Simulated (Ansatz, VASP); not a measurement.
## AlNi3 in VASP and in Ansatz

The input POSCAR:

```
AlNi3
1.0
    0.0091803197      2.8086990902      2.8014686452
    2.8035150590      0.0061289969      2.8045199680
    2.8105818206      2.8188171747     -0.0009377647
Al Ni
1 3
Direct
    0.5179937806      0.4754529908      0.4812022906
    0.2347094222      0.2129657574      0.2359009799
    0.0527018359     -0.0376585175      0.0301498793
    0.7728995969      0.7206613382      0.8016672262
```

File INCAR.step1:

```
SYSTEM = AlNi3
ALGO     = Normal         ! electronic algorithm
EDIFF    = 1E-5           ! SCF threshold, eV
ENCUT    = 660            ! plane-wave cutoff, eV
GGA      = PE             ! functional
GGA_COMPAT= .FALSE.      
ISMEAR   = 0              ! smearing method
LASPH    = .TRUE.         ! aspherical terms in the spheres
LCHARG   = .FALSE.        ! write CHGCAR
LREAL    = .FALSE.        ! projectors in reciprocal space
LWAVE    = .TRUE.         ! write WAVECAR
NBANDS   = 24             ! bands
NELM     = 120            ! most SCF steps
PREC     = Accurate       ! precision mode
SIGMA    = 0.1            ! smearing width, eV
```

Contents of INCAR.step2:

```
SYSTEM = AlNi3
ALGO     = Normal         ! electronic algorithm
EDIFF    = 1E-6           ! SCF threshold, eV
ENCUT    = 660            ! plane-wave cutoff, eV
GGA_COMPAT= .FALSE.      
ISIF     = 2              ! what is computed and relaxed
ISMEAR   = 0              ! smearing method
ISTART   = 1            
LASPH    = .TRUE.         ! aspherical terms in the spheres
LCHARG   = .TRUE.         ! write CHGCAR
LELF     = .TRUE.         ! ELF
LMIXTAU  = .TRUE.       
LREAL    = .FALSE.        ! projectors in reciprocal space
LVHAR    = .TRUE.       
LWAVE    = .FALSE.        ! write WAVECAR
METAGGA  = R2SCAN         ! meta-GGA
NBANDS   = 24             ! bands
NELM     = 120            ! most SCF steps
PREC     = Accurate       ! precision mode
SIGMA    = 0.1            ! smearing width, eV
```

Contents of KPOINTS:

```
k-points
0
G
  1 1 1
  0 0 0
```

Input for Ansatz:

```yaml
crystal:
  lattice:
    - [0.0091803197, 2.8086990902, 2.8014686452]
    - [2.803515059, 0.0061289969, 2.804519968]
    - [2.8105818206, 2.8188171747, -0.0009377647]
  atoms:
    - { symbol: Al, position: [0.5179937806, 0.4754529908, 0.4812022906] }
    - { symbol: Ni, position: [0.2347094222, 0.2129657574, 0.2359009799] }
    - { symbol: Ni, position: [0.0527018359, -0.0376585175, 0.0301498793] }
    - { symbol: Ni, position: [0.7728995969, 0.7206613382, 0.8016672262] }
basis:
  ecutwfc: 500
kpoints:
  mp_grid: { grid: [1, 1, 1] }
hamiltonian:
  xc: r2scan
scf:
  occupations: { method: gaussian, width: 0.1 }
output:
  forces: true
  stress: true
  eigenvalues: true
```

Change from the starting cell: kmesh displaced: [1, 1, 1] Gamma-centred.

Alike in both runs: task single point; functional r2SCAN; k mesh 1 × 1 × 1; occupations gaussian, width 0.1 eV; no spin polarisation.

|  | VASP | Ansatz |
| --- | --- | --- |
| version | VASP 6.6.1 | Ansatz 0.2.0 |
| potentials or method | VASP PAW PBE potentials, release 64 (Al, Ni), cutoff 660 eV | scalar-relativistic, plane waves, PAW |
| valence electrons in the cell | 33 | 57 |

```tsv
	VASP	Ansatz	Ansatz less VASP
pressure (GPa)	10.0	9.8	-0.16
traceless stress, the component that is largest in VASP (GPa)	21.35	21.50	+0.149
rms of the force components (eV/Å)	0.910	0.902	-0.0081
```

VASP's potentials were made for PBE, not for r2SCAN. Atom by atom the forces differ by 0.031 eV/Å (rms over components). With one functional, cell and mesh, what is left measures potentials, basis and numerics. VASP's potentials hold 33 valence electrons a cell and Ansatz's 57, so a difference there can come from the potentials and not from the codes.

The k mesh is coarse, so the values compare programs but aren't converged.
